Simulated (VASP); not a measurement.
Si:

```
CELL_PARAMETERS angstrom
0.00000 2.72212 2.72212
2.72212 0.00000 2.72212
2.72212 2.72212 0.00000
ATOMIC_POSITIONS crystal
Si 0.00000 0.00000 0.00000
Si 0.25000 0.25000 0.25000
```

Program: VASP 6.6.1. Alike in all runs: task single point; no spin polarisation; cell as given; k mesh 4 × 4 × 4; cutoff (eV) 520; smearing gaussian 0.01 eV. Hardware: 1 thread of Intel(R) Xeon(R) Platinum 8375C CPU @ 2.90GHz (Ice Lake), on a shared host.

Problem. Order these runs on this cell by their wall time, lowest first.
A. level LDA; potentials or basis VASP PAW LDA potentials, release 64 (Si)
B. level r2SCAN; potentials or basis VASP PAW PBE potentials, release 64 (Si)
C. level HSE06; potentials or basis VASP PAW PBE potentials, release 64 (Si); grid for exact exchange (PRECFOCK) Normal; screening parameter 0.2079 1/Å

Solution. A (4 s), B (13 s), C (84 s).

Caveats: all runs use coarse meshes.
